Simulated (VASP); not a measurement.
# InSb (F-43m) in VASP: relaxation of cell and atoms with r2SCAN

Aim: the relaxation of cell and atoms of InSb with r2SCAN.

All numbers are computed with VASP 6.6.1; they aren't measurements. Logs are shortened: lines on timing, memory, paths and dates and some standing lists are left out, and cuts for length are marked.

**1. The cell of the first run**

Symmetry: F-43m, No. 216, cubic system. The conventional cell has a = 6.557 Å, b = 6.557 Å, c = 6.557 Å, α = 90.00°, β = 90.00°, γ = 90.00°. In (site symmetry -43m) has 4 Sb at 2.84 Å within 3.7 Å. Sb (site symmetry -43m) has 4 In at 2.84 Å within 3.7 Å.

**2. Relaxation of cell and atoms, r2SCAN**

POSCAR reads:

```
InSb
1.0
    0.0000000000      3.2787290795      3.2787290795
    3.2787290795      0.0000000000      3.2787290795
    3.2787290795      3.2787290795      0.0000000000
In Sb
1 1
Direct
    0.0000000000      0.0000000000      0.0000000000
    0.7500000000      0.7500000000      0.7500000000
```

INCAR.step1 reads:

```
SYSTEM = InSb
PREC     = Accurate       ! precision mode
ENCUT    = 600            ! plane-wave cutoff, eV
ISMEAR   = -1             ! smearing method
SIGMA    = 0.15           ! smearing width, eV
LREAL    = .False.        ! projectors in reciprocal space
LASPH    = .True.         ! aspherical terms in the spheres
NELM     = 60             ! most SCF steps
GGA      = PE             ! functional
ALGO     = Normal         ! electronic algorithm
EDIFF    = 1E-4           ! SCF threshold, eV
LWAVE    = .True.         ! write WAVECAR
LCHARG   = .False.        ! write CHGCAR
```

INCAR.step2 reads:

```
SYSTEM = InSb
PREC     = Accurate       ! precision mode
ENCUT    = 600            ! plane-wave cutoff, eV
EDIFF    = 1E-6           ! SCF threshold, eV
ISMEAR   = -1             ! smearing method
SIGMA    = 0.15           ! smearing width, eV
LREAL    = .False.        ! projectors in reciprocal space
LASPH    = .True.         ! aspherical terms in the spheres
NELM     = 60             ! most SCF steps
ALGO     = Normal         ! electronic algorithm
ISIF     = 3              ! what is computed and relaxed
LWAVE    = .False.        ! write WAVECAR
LCHARG   = .False.        ! write CHGCAR
METAGGA  = R2SCAN         ! meta-GGA
LMIXTAU  = .True.       
IBRION   = 2              ! ionic algorithm
NSW      = 80             ! ionic steps
EDIFFG   = -0.001         ! ionic threshold
ISTART   = 1
```

KPOINTS reads:

```
Automatic mesh
0
Gamma
  14 14 14
  0 0 0
```

Potentials or basis: VASP PAW PBE potentials, release 64 (In_d, Sb).

Launch:

```sh
> cat potpaw_PBE.64/In_d/POTCAR potpaw_PBE.64/Sb/POTCAR > POTCAR
> cp INCAR.step1 INCAR
> mpirun -np 1 vasp_std > vasp.out
> cp INCAR.step2 INCAR
> mpirun -np 1 vasp_std > vasp.out
```

OUTCAR:

```text
SYSTEM = InSb
   PREC = Accurate
   ENCUT = 600
   EDIFF = 1E-6
   ISMEAR = -1
   LREAL = .False.
   LASPH = .True.
   NELM = 60
   ISIF = 3
   METAGGA = R2SCAN
   IBRION = 2
   NSW = 80
   EDIFFG = -0.001
   ISTART = 1

 ion  position               nearest neighbor table
   1  0.000  0.000  0.000-   2 2.84   2 2.84   2 2.84   2 2.84
   2  0.750  0.750  0.750-   1 2.84   1 2.84   1 2.84   1 2.84

  LATTYP: Found a face centered cubic cell.
 ALAT       =     6.5574581590

  Lattice vectors:

 A1 = (   0.0000000000,   3.2787290795,   3.2787290795)
 A2 = (   3.2787290795,   0.0000000000,   3.2787290795)
 A3 = (   3.2787290795,   3.2787290795,   0.0000000000)

Analysis of symmetry for initial positions (statically):
=====================================================================
 Subroutine PRICEL returns:
 Original cell was already a primitive cell.

 Routine SETGRP: Setting up the symmetry group for a
 face centered cubic supercell.

 Subroutine GETGRP returns: Found 24 space group operations
 (whereof 24 operations were pure point group operations)
 out of a pool of 48 trial point group operations.

The static configuration has the point symmetry T_d .

Analysis of symmetry for dynamics (positions and initial velocities):
=====================================================================
 Subroutine PRICEL returns:
 Original cell was already a primitive cell.

 Routine SETGRP: Setting up the symmetry group for a
 face centered cubic supercell.

 Subroutine GETGRP returns: Found 24 space group operations
 (whereof 24 operations were pure point group operations)
 out of a pool of 48 trial point group operations.

The dynamic configuration has the point symmetry T_d .

 Subroutine INISYM returns: Found 24 space group operations
 (whereof 24 operations are pure point group operations),
 and found     1 'primitive' translations

----------------------------------------------------------------------------------------

                                     Primitive cell

  volume of cell :      70.4931

  direct lattice vectors                    reciprocal lattice vectors
     0.000000000  3.278729080  3.278729080    -0.152498114  0.152498114  0.152498114
     3.278729080  0.000000000  3.278729080     0.152498114 -0.152498114  0.152498114
     3.278729080  3.278729080  0.000000000     0.152498114  0.152498114 -0.152498114

  length of vectors
     4.636823132  4.636823132  4.636823132     0.264134481  0.264134481  0.264134481

  position of ions in fractional coordinates (direct lattice)
     0.000000000  0.000000000  0.000000000
     0.750000000  0.750000000  0.750000000

  ion indices of the primitive-cell ions
   primitive index   ion index
                 1           1
                 2           2

----------------------------------------------------------------------------------------

 KPOINTS: Automatic mesh

Automatic generation of k-mesh.
 Grid dimensions read from file:
 generate k-points for:   14   14   14

 Generating k-lattice:

  Cartesian coordinates                     Fractional coordinates (reciprocal lattice)
    -0.010892722  0.010892722  0.010892722     0.071428571  0.000000000  0.000000000
     0.010892722 -0.010892722  0.010892722     0.000000000  0.071428571  0.000000000
     0.010892722  0.010892722 -0.010892722     0.000000000  0.000000000  0.071428571

  Length of vectors
     0.018866749  0.018866749  0.018866749

  Shift w.r.t. Gamma in fractional coordinates (k-lattice)
     0.000000000  0.000000000  0.000000000

 Subroutine IBZKPT returns following result:
 ===========================================

 Found    104 irreducible k-points:

 Following reciprocal coordinates:
            Coordinates               Weight
  0.000000  0.000000  0.000000      1.000000
  0.071429  0.000000  0.000000      8.000000
  0.142857  0.000000  0.000000      8.000000
  0.214286  0.000000  0.000000      8.000000
  0.285714  0.000000  0.000000      8.000000
  0.357143  0.000000  0.000000      8.000000
[... 16 lines left out ...]
  0.214286  0.142857  0.000000     24.000000
  0.285714  0.142857  0.000000     24.000000
 [... further k-points ...]
   k-points           NKPTS =    104   k-points in BZ     NKDIM =    104   number of bands    NBANDS=     13
   number of dos      NEDOS =    301   number of ions     NIONS =      2
   total plane-waves  NPLWV =  64000
   dimension x,y,z NGX =    40 NGY =   40 NGZ =   40
   dimension x,y,z NGXF=    80 NGYF=   80 NGZF=   80
   ions per type =               1   1
   NGX,Y,Z   is equivalent  to a cutoff of  14.34, 14.34, 14.34 a.u.
   NGXF,Y,Z  is equivalent  to a cutoff of  28.68, 28.68, 28.68 a.u.
 SYSTEM =  InSb
   PREC   = accura    normal or accurate (medium, high low for compatibility)
   ISTART =      1    job   : 0-new  1-cont  2-samecut
   ICHARG =      0    charge: 1-file 2-atom 10-const
   ISPIN  =      1    spin polarized calculation?
   LNONCOLLINEAR =      F non collinear calculations
   LSORBIT =      F    spin-orbit coupling
   LASPH  =      T    aspherical Exc in radial PAW
   ENCUT  =  600.0 eV  44.10 Ry    6.64 a.u.   9.26  9.26  9.26*2*pi/ulx,y,z
   NELM   =     60;   NELMIN=  2; NELMDL=  0     # of ELM steps
   EDIFF  = 0.1E-05   stopping-criterion for ELM
   LREAL  =      F    real-space projection
   EDIFFG = -.1E-02   stopping-criterion for IOM
   NSW    =     80    number of steps for IOM
   IBRION =      2    ionic relax: 0-MD 1-quasi-New 2-CG
   NFREE  =      1    steps in history (QN), initial steepest desc. (CG)
   ISIF   =      3    stress and relaxation
   ISYM   =      2    0-nonsym 1-usesym 2-fastsym
   POTIM  = 0.5000    time-step for ionic-motion
   TEBEG  =    0.0;   TEEND  =   0.0 temperature during run
   PSTRESS=    0.0 pullay stress
   NELECT =      18.0000    total number of electrons
   NUPDOWN=      -1.0000    fix difference up-down
   EMIN   =  10.00;   EMAX   =-10.00  energy-range for DOS
   EFERMI =   0.00;   METHOD = LEGACY
   ISMEAR =    -1;   SIGMA  =   0.15  broadening in eV -4-tet -1-fermi 0-gaus
   EFERMI_NEDOS =   21; number of points for ismear=-14 and -15
   IALGO  =     38    algorithm
   IMIX   =      4    mixing-type and parameters
     AMIX     =   0.40;   BMIX     =  1.00
     AMIX_MAG =   1.60;   BMIX_MAG =  1.00
  volume/ion in A,a.u.               =      35.25       237.86
  Fermi-wavevector in a.u.,A,eV,Ry     =   1.038604  1.962678 14.676591  1.078699
  Thomas-Fermi vector in A             =   2.173096
   LORBIT       =      0    0 simple, 1 ext, 2 COOP (PROOUT), +10 PAW based schemes
   METAGGA = R2SCAN    functional components
   LHFCALC =     F    Hartree Fock is set to
   AEXX    =    0.0000 exact exchange contribution
   IVDW    =     0    specifies the selected vdW correction
   LEPSILON=     F    determine dielectric tensor
   LRPA    =     F    only Hartree local field effects (RPA)
 conjugate gradient relaxation of ions
 non-spin polarized calculation
  energy-cutoff  :      600.00
  volume of cell :       70.49
 maximum number of plane-waves:      2397
 NGX is ok and might be reduce to    40
   NGX = 19   NGY = 19   NGZ = 19

 number of electron      17.9999998 magnetization

 Free energy of the ion-electron system (eV)
  ---------------------------------------------------
  ext. energy  EPLUGINS =         0.00000000
  ---------------------------------------------------
  free energy    TOTEN  =       -48.77074827 eV

  energy without entropy =      -48.76740588  energy(sigma->0) =      -48.76907707

 E-fermi :   4.9247     XC(G=0):  -9.0817

 val. band max:        4.5603816903   @ k =   0.0000   0.0000   0.0000
 cond. band min:       5.3077610169   @ k =   0.5000   0.0000   0.0000
 fundamental gap:      0.7473793267
 Fermi energy:         4.9246759263

 k-point     1 :       0.0000    0.0000    0.0000
  band No.  band energies     occupation
      1     -10.4773      2.00000
      2     -10.4773      2.00000
      3     -10.4773      2.00000
      4     -10.3861      2.00000
      5     -10.3861      2.00000
      6      -6.3467      2.00000
      7       4.5421      1.85521
      8       4.5421      1.85521
      9       4.5421      1.85521
     10       4.5604      1.83797
     11       7.7651      0.00000
     12       7.7651      0.00000
     13       7.7651      0.00000

 k-point     2 :       0.0714    0.0000    0.0000
  band No.  band energies     occupation
      1     -10.4796      2.00000
      2     -10.4763      2.00000
      3     -10.4763      2.00000
      4     -10.3861      2.00000
      5     -10.3861      2.00000
      6      -6.2998      2.00000
      7       3.5451      1.99980
      8       4.4701      1.90789
      9       4.4701      1.90788
     10       5.3382      0.11940
     11       7.8576      0.00000
     12       7.8679      0.00000
     13       7.8679      0.00000

 k-point     3 :       0.1429    0.0000    0.0000
  band No.  band energies     occupation
      1     -10.4858      2.00000
      2     -10.4734      2.00000
      3     -10.4734      2.00000
      4     -10.3863      2.00000
      5     -10.3863      2.00000
      6      -6.1619      2.00000
      7       2.4800      2.00000
      8       4.2893      1.97148
      9       4.2893      1.97148
     10       5.6971      0.01154
     11       8.1205      0.00000
     12       8.1205      0.00000
     13       8.2904      0.00000

 k-point     4 :       0.2143    0.0000    0.0000
  band No.  band energies     occupation
      1     -10.4947      2.00000
      2     -10.4693      2.00000
      3     -10.4693      2.00000
      4     -10.3863      2.00000
      5     -10.3863      2.00000
      6      -5.9420      2.00000
      7       1.4431      2.00000
      8       4.0672      1.99344
      9       4.0672      1.99344
     10       5.6901      0.01209
     11       8.3968      0.00000
     12       8.3968      0.00000
     13       9.0848      0.00000

 k-point     5 :       0.2857    0.0000    0.0000
  band No.  band energies     occupation
      1     -10.5045      2.00000
      2     -10.4651      2.00000
      3     -10.4651      2.00000
      4     -10.3860      2.00000
      5     -10.3860      2.00000
      6      -5.6597      2.00000
      7       0.4962      2.00000
      8       3.8571      1.99838
      9       3.8571      1.99838
     10       5.5583      0.02885
     11       8.5805      0.00000
     12       8.5805      0.00000
     13      10.0410      0.00000
[... 257 lines left out ...]
 k-point    22 :       0.1429    0.1429    0.0000
  band No.  band energies     occupation
      1     -10.4929      2.00000
      2     -10.4695      2.00000
      3     -10.4695      2.00000
      4     -10.3888      2.00000
      5     -10.3843      2.00000
      6      -6.0994      2.00000
      7       2.4076      2.00000
      8       3.8753      1.99817
      9       3.8753      1.99817
     10       6.4342      0.00009
     11       7.2301      0.00000
     12       8.7527      0.00000
     13       8.7527      0.00000

 k-point    23 :       0.2143    0.1429    0.0000
  band No.  band energies     occupation
      1     -10.5006      2.00000
      2     -10.4659      2.00000
      3     -10.4654      2.00000
      4     -10.3900      2.00000
      5     -10.3836      2.00000
      6      -5.9357      2.00000
      7       1.7260      2.00000
      8       3.6252      1.99965
      9       3.6293      1.99964
     10       6.5972      0.00003
     11       7.2829      0.00000
     12       9.1498      0.00000
     13       9.1827      0.00000

 k-point    24 :       0.2857    0.1429    0.0000
  band No.  band energies     occupation
      1     -10.5088      2.00000
      2     -10.4625      2.00000
      3     -10.4610      2.00000
      4     -10.3907      2.00000
      5     -10.3831      2.00000
      6      -5.6972      2.00000
      7       0.9095      2.00000
      8       3.3308      1.99995
      9       3.4240      1.99991
     10       6.6086      0.00003
     11       7.5800      0.00000
     12       9.4287      0.00000
     13       9.4293      0.00000

 [... further k-points ...]

------------------------ aborting loop because EDIFF is reached ----------------------------------------

  FORCE on cell =-STRESS in cart. coord.  units (eV):
  Direction    XX          YY          ZZ          XY          YZ          ZX
  --------------------------------------------------------------------------------------
  -------------------------------------------------------------------------------------
  Total        0.0006287      0.0006287      0.0006287      0.0000000      0.0000000      0.0000000
  in kB        0.0142888      0.0142888      0.0142888      0.0000000      0.0000000      0.0000000
  external PRESSURE =       0.0142888 kB  Pullay stress =       0.0000000 kB

 VOLUME and BASIS-vectors are now :
 -----------------------------------------------------------------------------
  energy-cutoff  :      600.00
  volume of cell :       70.49
      direct lattice vectors                 reciprocal lattice vectors
     0.000000000  3.278729080  3.278729080    -0.152498114  0.152498114  0.152498114
     3.278729080  0.000000000  3.278729080     0.152498114 -0.152498114  0.152498114
     3.278729080  3.278729080  0.000000000     0.152498114  0.152498114 -0.152498114

 POSITION                                       TOTAL-FORCE (eV/Angst)
 -----------------------------------------------------------------------------------
      0.00000      0.00000      0.00000         0.000000      0.000000      0.000000
      4.91809      4.91809      4.91809        -0.000000     -0.000000     -0.000000
 -----------------------------------------------------------------------------------
    total drift:                                0.000001      0.000001      0.000001

  FREE ENERGIE OF THE ION-ELECTRON SYSTEM (eV)
  ---------------------------------------------------
  free  energy   TOTEN  =       -48.7707482656 eV

  energy  without entropy=      -48.7674058776  energy(sigma->0) =      -48.76907707

 reached required accuracy - stopping structural energy minimisation
```

It took 5.4 min on 1 thread of Intel Xeon Platinum 8259CL at 2.50GHz (Skylake/Cascade Lake), shared host; peak memory 0.36 GiB.

Results:

| Item | Value |
| --- | --- |
| Free energy | -48.7707 eV |
| Pressure after relaxing | 0.0 GPa |
| Band gap on the k mesh | 0.02 eV |

Final structure:
```yaml
crystal:
  lattice:
    - [0.00000, 3.27873, 3.27873]
    - [3.27873, 0.00000, 3.27873]
    - [3.27873, 3.27873, 0.00000]
  atoms:
    - { symbol: In, position: [0.00000, 0.00000, 0.00000] }
    - { symbol: Sb, position: [0.75000, 0.75000, 0.75000] }
```

Levels at points of the mesh, in eV from the valence-band top:
| k point | band 6 | band 7 | band 8 | band 9 | band 10 | band 11 | band 12 | band 13 |
| --- | --- | --- | --- | --- | --- | --- | --- | --- |
| (0.00, 0.00, 0.00) | -10.89 | 0.00 | 0.00 | 0.00 | 0.02 | 3.22 | 3.22 | 3.22 |
| (0.50, 0.00, 0.00) | -9.53 | -5.60 | -0.99 | -0.99 | 0.77 | 4.10 | 4.10 | 6.48 |
| (0.50, 0.50, 0.00) | -8.93 | -5.91 | -2.24 | -2.24 | 1.57 | 1.63 | 8.52 | 8.52 |

Caveat: the relaxation stopped at its first step, so nothing moved; semilocal functionals underestimate gaps, and a narrow one can read as zero; the PAW data sets were made with another functional, which shifts forces and pressure a little; spin-orbit coupling is left out, which moves the levels of the heavy elements.

The gap in the log of VASP goes by the Fermi energy; the results here count the filled bands.